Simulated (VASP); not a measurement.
# Zr (Fd-3m) in VASP: a series of runs

Runs on Zr. Level: PBEsol. Tasks: single point.

Program: VASP 6.6.1. These are calculated values, not measurements. Logs are shortened: lines on timing, memory, paths and dates and some standing lists are left out, and cuts for length are marked.

## 1. The cell of the first run

It takes space group Fd-3m (No. 227, cubic). Conventional cell: a = 5.651 Å, b = 5.651 Å, c = 5.651 Å, α = 90.00°, β = 90.00°, γ = 90.00°. Within 3.2 Å of Zr (site symmetry -43m) lie 4 Zr at 2.45 Å.

This isn't the form of Zr at room conditions, which is hcp.

## 2. Single point, PBEsol (22.56 Å³/atom)

File INCAR:

```
  PREC = Accurate
  ENCUT = 520
  EDIFF = 1E-6
  ISMEAR = -1
  SIGMA = 0.1
  LREAL = False
  LASPH = True
  NELM = 100
  ALGO = Normal
  ISIF = 2
  LWAVE = False
  LCHARG = False
  GGA = PS
  NBANDS = 19
```

File KPOINTS:

```
regular mesh
0
Gamma
  12 12 12
```

File POSCAR:

```
Zr
1.0
    0.0000000000      2.8254859973      2.8254859973
    2.8254859973      0.0000000000      2.8254859973
    2.8254859973      2.8254859973      0.0000000000
Zr
2
Direct
   -0.1250000000     -0.1250000000     -0.1250000000
    0.1250000000      0.1250000000      0.1250000000
```

Potentials or basis: VASP PAW PBE potentials, release 64 (Zr_sv).

Launch:

```bash
$ cat potpaw_PBE.64/Zr_sv/POTCAR > POTCAR
$ mpirun -np 1 vasp_std > vasp.out
```

OUTCAR:

```text
PREC = Accurate
   ENCUT = 520
   EDIFF = 1E-6
   ISMEAR = -1
   LREAL = False
   LASPH = True
   NELM = 100
   ISIF = 2
   GGA = PS

 ion  position               nearest neighbor table
   1  0.875  0.875  0.875-   2 2.45   2 2.45   2 2.45   2 2.45
   2  0.125  0.125  0.125-   1 2.45   1 2.45   1 2.45   1 2.45

  LATTYP: Found a face centered cubic cell.
 ALAT       =     5.6509719946

  Lattice vectors:

 A1 = (   0.0000000000,   2.8254859973,   2.8254859973)
 A2 = (   2.8254859973,   0.0000000000,   2.8254859973)
 A3 = (   2.8254859973,   2.8254859973,   0.0000000000)

Analysis of symmetry for initial positions (statically):
=====================================================================
 Subroutine PRICEL returns:
 Original cell was already a primitive cell.

 Routine SETGRP: Setting up the symmetry group for a
 face centered cubic supercell.

 Subroutine GETGRP returns: Found 48 space group operations
 (whereof 12 operations were pure point group operations)
 out of a pool of 48 trial point group operations.

The static configuration has the point symmetry D_3d.
 The point group associated with its full space group is O_h .

Analysis of symmetry for dynamics (positions and initial velocities):
=====================================================================
 Subroutine PRICEL returns:
 Original cell was already a primitive cell.

 Routine SETGRP: Setting up the symmetry group for a
 face centered cubic supercell.

 Subroutine GETGRP returns: Found 48 space group operations
 (whereof 12 operations were pure point group operations)
 out of a pool of 48 trial point group operations.

The dynamic configuration has the point symmetry D_3d.
 The point group associated with its full space group is O_h .

 Subroutine INISYM returns: Found 48 space group operations
 (whereof 12 operations are pure point group operations),
 and found     1 'primitive' translations

----------------------------------------------------------------------------------------

                                     Primitive cell

  volume of cell :      45.1138

  direct lattice vectors                    reciprocal lattice vectors
     0.000000000  2.825485997  2.825485997    -0.176960707  0.176960707  0.176960707
     2.825485997  0.000000000  2.825485997     0.176960707 -0.176960707  0.176960707
     2.825485997  2.825485997  0.000000000     0.176960707  0.176960707 -0.176960707

  length of vectors
     3.995840618  3.995840618  3.995840618     0.306504936  0.306504936  0.306504936

  position of ions in fractional coordinates (direct lattice)
     0.875000000  0.875000000  0.875000000
     0.125000000  0.125000000  0.125000000

  ion indices of the primitive-cell ions
   primitive index   ion index
                 1           1
                 2           2

----------------------------------------------------------------------------------------

 KPOINTS: regular mesh

Automatic generation of k-mesh.
 Grid dimensions read from file:
 generate k-points for:   12   12   12

 Generating k-lattice:

  Cartesian coordinates                     Fractional coordinates (reciprocal lattice)
    -0.014746726  0.014746726  0.014746726     0.083333333  0.000000000  0.000000000
     0.014746726 -0.014746726  0.014746726     0.000000000  0.083333333  0.000000000
     0.014746726  0.014746726 -0.014746726     0.000000000  0.000000000  0.083333333

  Length of vectors
     0.025542078  0.025542078  0.025542078

  Shift w.r.t. Gamma in fractional coordinates (k-lattice)
     0.000000000  0.000000000  0.000000000

 Subroutine IBZKPT returns following result:
 ===========================================

 Found     72 irreducible k-points:

 Following reciprocal coordinates:
            Coordinates               Weight
  0.000000  0.000000  0.000000      1.000000
  0.083333  0.000000  0.000000      8.000000
  0.166667  0.000000  0.000000      8.000000
  0.250000  0.000000  0.000000      8.000000
  0.333333  0.000000  0.000000      8.000000
  0.416667  0.000000  0.000000      8.000000
[... 16 lines left out ...]
  0.500000  0.166667  0.000000     24.000000
 -0.416667  0.166667  0.000000     24.000000
 [... further k-points ...]
   k-points           NKPTS =     72   k-points in BZ     NKDIM =     72   number of bands    NBANDS=     19
   number of dos      NEDOS =    301   number of ions     NIONS =      2
   total plane-waves  NPLWV =  27000
   dimension x,y,z NGX =    30 NGY =   30 NGZ =   30
   dimension x,y,z NGXF=    60 NGYF=   60 NGZF=   60
   ions per type =               2
   NGX,Y,Z   is equivalent  to a cutoff of  12.48, 12.48, 12.48 a.u.
   NGXF,Y,Z  is equivalent  to a cutoff of  24.96, 24.96, 24.96 a.u.
 SYSTEM =  unknown system
   PREC   = accura    normal or accurate (medium, high low for compatibility)
   ISTART =      0    job   : 0-new  1-cont  2-samecut
   ICHARG =      2    charge: 1-file 2-atom 10-const
   ISPIN  =      1    spin polarized calculation?
   LNONCOLLINEAR =      F non collinear calculations
   LSORBIT =      F    spin-orbit coupling
   LASPH  =      T    aspherical Exc in radial PAW
   ENCUT  =  520.0 eV  38.22 Ry    6.18 a.u.   7.43  7.43  7.43*2*pi/ulx,y,z
   NELM   =    100;   NELMIN=  2; NELMDL= -5     # of ELM steps
   EDIFF  = 0.1E-05   stopping-criterion for ELM
   LREAL  =      F    real-space projection
   EDIFFG = 0.1E-04   stopping-criterion for IOM
   NSW    =      0    number of steps for IOM
   IBRION =     -1    ionic relax: 0-MD 1-quasi-New 2-CG
   NFREE  =      0    steps in history (QN), initial steepest desc. (CG)
   ISIF   =      2    stress and relaxation
   ISYM   =      2    0-nonsym 1-usesym 2-fastsym
   POTIM  = 0.5000    time-step for ionic-motion
   TEBEG  =    0.0;   TEEND  =   0.0 temperature during run
   PSTRESS=    0.0 pullay stress
   NELECT =      24.0000    total number of electrons
   NUPDOWN=      -1.0000    fix difference up-down
   EMIN   =  10.00;   EMAX   =-10.00  energy-range for DOS
   EFERMI =   0.00;   METHOD = LEGACY
   ISMEAR =    -1;   SIGMA  =   0.10  broadening in eV -4-tet -1-fermi 0-gaus
   EFERMI_NEDOS =   21; number of points for ismear=-14 and -15
   IALGO  =     38    algorithm
   IMIX   =      4    mixing-type and parameters
     AMIX     =   0.40;   BMIX     =  1.00
     AMIX_MAG =   1.60;   BMIX_MAG =  1.00
  volume/ion in A,a.u.               =      22.56       152.22
  Fermi-wavevector in a.u.,A,eV,Ry     =   1.326505  2.506730 23.941007  1.759614
  Thomas-Fermi vector in A             =   2.455886
   LORBIT       =      0    0 simple, 1 ext, 2 COOP (PROOUT), +10 PAW based schemes
   GGA     = PS    functional components
   LHFCALC =     F    Hartree Fock is set to
   AEXX    =    0.0000 exact exchange contribution
   IVDW    =     0    specifies the selected vdW correction
   LEPSILON=     F    determine dielectric tensor
   LRPA    =     F    only Hartree local field effects (RPA)
 non-spin polarized calculation
  energy-cutoff  :      520.00
  volume of cell :       45.11
 maximum number of plane-waves:      1243
 NGX is ok and might be reduce to    30
   NGX = 15   NGY = 15   NGZ = 15

 number of electron      24.0000000 magnetization

 Free energy of the ion-electron system (eV)
  ---------------------------------------------------
  ext. energy  EPLUGINS =         0.00000000
  ---------------------------------------------------
  free energy    TOTEN  =       -12.83997022 eV

  energy without entropy =      -12.71827822  energy(sigma->0) =      -12.77912422

 E-fermi :   8.7225     XC(G=0): -11.0323

 val. band max:        8.7163350655   @ k =   0.0000   0.0000   0.0000
 cond. band min:       8.7266310848   @ k =  -0.2500   0.3333   0.0833
 fundamental gap:      0.0102960193
 Fermi energy:         8.7225167287

 k-point     1 :       0.0000    0.0000    0.0000
  band No.  band energies     occupation
      1     -40.4023      2.00000
      2     -38.8506      2.00000
      3     -18.9429      2.00000
      4     -18.9429      2.00000
      5     -18.9429      2.00000
      6     -16.9466      2.00000
[... 11 lines left out ...]
     18      16.1789      0.00000
     19      16.1789      0.00000

 k-point     2 :       0.0833    0.0000    0.0000
  band No.  band energies     occupation
      1     -40.3842      2.00000
      2     -38.8723      2.00000
      3     -18.9629      2.00000
      4     -18.9629      2.00000
      5     -18.9444      2.00000
      6     -16.9394      2.00000
[... 11 lines left out ...]
     18      16.1350      0.00000
     19      16.1350      0.00000

 k-point     3 :       0.1667    0.0000    0.0000
  band No.  band energies     occupation
      1     -40.3319      2.00000
      2     -38.9345      2.00000
      3     -19.0153      2.00000
      4     -19.0153      2.00000
      5     -18.9501      2.00000
      6     -16.9178      2.00000
[... 11 lines left out ...]
     18      16.0039      0.00000
     19      16.0039      0.00000

 k-point     4 :       0.2500    0.0000    0.0000
  band No.  band energies     occupation
      1     -40.2522      2.00000
      2     -39.0279      2.00000
      3     -19.0823      2.00000
      4     -19.0823      2.00000
      5     -18.9613      2.00000
      6     -16.8830      2.00000
[... 11 lines left out ...]
     18      15.7802      0.00000
     19      15.7802      0.00000

 k-point     5 :       0.3333    0.0000    0.0000
  band No.  band energies     occupation
      1     -40.1583      2.00000
      2     -39.1353      2.00000
      3     -19.1447      2.00000
      4     -19.1447      2.00000
      5     -18.9763      2.00000
      6     -16.8426      2.00000
[... 11 lines left out ...]
     18      15.4513      0.00000
     19      15.4513      0.00000
[... 334 lines left out ...]
      2     -39.1351      2.00000
      3     -19.2607      2.00000
      4     -19.2287      2.00000
      5     -18.6879      2.00000
      6     -17.1635      2.00000
[... 11 lines left out ...]
     18      14.2429      0.00000
     19      16.1610      0.00000

 k-point    22 :       0.4167    0.1667    0.0000
  band No.  band energies     occupation
      1     -40.0637      2.00000
      2     -39.2409      2.00000
      3     -19.3429      2.00000
      4     -19.2668      2.00000
      5     -18.6550      2.00000
      6     -17.1671      2.00000
[... 11 lines left out ...]
     18      14.0978      0.00000
     19      15.6542      0.00000

 k-point    23 :       0.5000    0.1667    0.0000
  band No.  band energies     occupation
      1     -39.9899      2.00000
      2     -39.3215      2.00000
      3     -19.4025      2.00000
      4     -19.2755      2.00000
      5     -18.6438      2.00000
      6     -17.1543      2.00000
[... 11 lines left out ...]
     18      14.6106      0.00000
     19      14.9068      0.00000

 k-point    24 :      -0.4167    0.1667    0.0000
  band No.  band energies     occupation
      1     -39.9792      2.00000
      2     -39.3331      2.00000
      3     -19.4250      2.00000
      4     -19.2532      2.00000
      5     -18.6577      2.00000
      6     -17.1299      2.00000
[... 11 lines left out ...]
     18      13.9911      0.00000
     19      15.1669      0.00000

 [... further k-points ...]

------------------------ aborting loop because EDIFF is reached ----------------------------------------

  FORCE on cell =-STRESS in cart. coord.  units (eV):
  Direction    XX          YY          ZZ          XY          YZ          ZX
  --------------------------------------------------------------------------------------
  -------------------------------------------------------------------------------------
  Total        4.3099364      4.3099364      4.3099364     -0.0000000     -0.0000000      0.0000000
  in kB      153.0636181    153.0636181    153.0636181     -0.0000000     -0.0000000      0.0000000
  external PRESSURE =     153.0636181 kB  Pullay stress =       0.0000000 kB

 VOLUME and BASIS-vectors are now :
 -----------------------------------------------------------------------------
  energy-cutoff  :      520.00
  volume of cell :       45.11
      direct lattice vectors                 reciprocal lattice vectors
     0.000000000  2.825485997  2.825485997    -0.176960707  0.176960707  0.176960707
     2.825485997  0.000000000  2.825485997     0.176960707 -0.176960707  0.176960707
     2.825485997  2.825485997  0.000000000     0.176960707  0.176960707 -0.176960707

 POSITION                                       TOTAL-FORCE (eV/Angst)
 -----------------------------------------------------------------------------------
      4.94460      4.94460      4.94460        -0.000000     -0.000000     -0.000000
      0.70637      0.70637      0.70637         0.000000      0.000000      0.000000
 -----------------------------------------------------------------------------------
    total drift:                               -0.000000      0.000000      0.000000

  FREE ENERGIE OF THE ION-ELECTRON SYSTEM (eV)
  ---------------------------------------------------
  free  energy   TOTEN  =       -12.8399702181 eV

  energy  without entropy=      -12.7182782244  energy(sigma->0) =      -12.77912422
```

Wall time 27 s (1 thread of Intel Xeon 6975P-C (Granite Rapids), shared host); peak memory 0.19 GiB.

Results:

* Free energy: -12.8400 eV
* Pressure: 15.3 GPa
* Band gap on the k mesh: zero (bands 12 and 13 overlap by 0.99 eV)

Levels at points of the mesh, in eV from the Fermi level:
| k point | band 8 | band 9 | band 10 | band 11 | band 12 | band 13 | band 14 | band 15 | band 16 | band 17 |
| --- | --- | --- | --- | --- | --- | --- | --- | --- | --- | --- |
| (0.00, 0.00, 0.00) | -25.67 | -4.65 | -1.74 | -1.74 | -0.01 | -0.01 | -0.01 | 2.89 | 2.89 | 2.89 |
| (0.50, 0.00, 0.00) | -25.35 | -2.08 | -1.53 | -1.53 | -1.46 | -0.53 | -0.53 | 1.72 | 4.44 | 4.44 |
| (0.50, 0.50, 0.00) | -25.01 | -3.03 | -3.03 | -0.49 | -0.49 | 1.65 | 1.65 | 1.73 | 1.73 | 6.08 |

Caveat: the cell stands under pressure; the PAW data sets were made with another functional, which shifts forces and pressure a little.

## 3. Single point, PBEsol

This run uses another cell than the first one, of 28.92 Å³/atom.

File INCAR:

```
PREC = Accurate
ENCUT = 520
EDIFF = 1E-6
ISMEAR = -1
SIGMA = 0.1
LREAL = False
LASPH = True
NELM = 80
ALGO = Normal
ISIF = 2
LWAVE = False
LCHARG = False
GGA = PS
NBANDS = 19
```

KPOINTS is that of step 2.

File POSCAR:

```
Zr
1.0
    0.0000000000      3.0694575045      3.0694575045
    3.0694575045      0.0000000000      3.0694575045
    3.0694575045      3.0694575045      0.0000000000
Zr
2
Direct
   -0.1250000000     -0.1250000000     -0.1250000000
    0.1250000000      0.1250000000      0.1250000000
```

Potentials or basis: VASP PAW PBE potentials, release 64 (Zr_sv).

Launch:

```bash
$ cat potpaw_PBE.64/Zr_sv/POTCAR > POTCAR
$ mpirun -np 1 vasp_std > vasp.out
```

Wall time 23 s (1 thread of Intel Xeon 6975P-C (Granite Rapids), shared host); peak memory 0.21 GiB.

The run converged. Its results:

```yaml
Free_energy: -13.3477 eV
Pressure: 0.2 GPa
Band_gap_on_the_k_mesh: zero (bands 12 and 13 overlap by 0.26 eV)
```

Levels at points of the mesh, in eV from the Fermi level:
```csv
k point,band 10,band 11,band 12,band 13,band 14,band 15
"(0.00, 0.00, 0.00)",-0.96,-0.96,0.02,0.02,0.02,2.26
"(0.50, 0.00, 0.00)",-1.25,-0.83,-0.83,-0.18,-0.18,0.89
"(0.50, 0.50, 0.00)",-1.98,-0.11,-0.11,0.54,0.54,1.77
```

Caveat: the PAW data sets were made with another functional, which shifts forces and pressure a little.
